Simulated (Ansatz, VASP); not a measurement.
Two plane-wave programs on Re

```
CELL_PARAMETERS angstrom
2.92294 0.00000 0.00000
-1.46147 2.53134 0.00000
0.00000 0.00000 9.40221
ATOMIC_POSITIONS crystal
Re 0.00000 0.00000 0.00000
Re 0.00000 0.00000 0.50000
Re 0.33333 0.66667 0.25000
Re 0.66667 0.33333 0.75000
```

Alike in both runs: task single point; functional BLYP; k mesh 14 × 14 × 4; occupations fermi-dirac, width 0.1 eV; no spin polarisation.

```csv
,VASP,Ansatz
version,VASP 6.6.1,Ansatz 0.2.0
potentials or method,"VASP PAW PBE potentials, release 64 (Re), cutoff 520 eV","plane waves (420 eV) with PAW, scalar-relativistic"
valence electrons in the cell,28,60
```

```tsv
	VASP	Ansatz	Ansatz less VASP
pressure (GPa)	-27.3	-28.1	-0.82
traceless stress, the component that is largest in VASP (GPa)	-0.44	-0.40	+0.045
```

VASP's potentials were made for PBE, not for BLYP. The functional is the same, so the differences come from potentials, cutoffs and numerics. VASP's potentials hold 28 valence electrons a cell and Ansatz's 60, so a difference there can come from the potentials and not from the codes.

Neither program's run includes spin-orbit coupling.
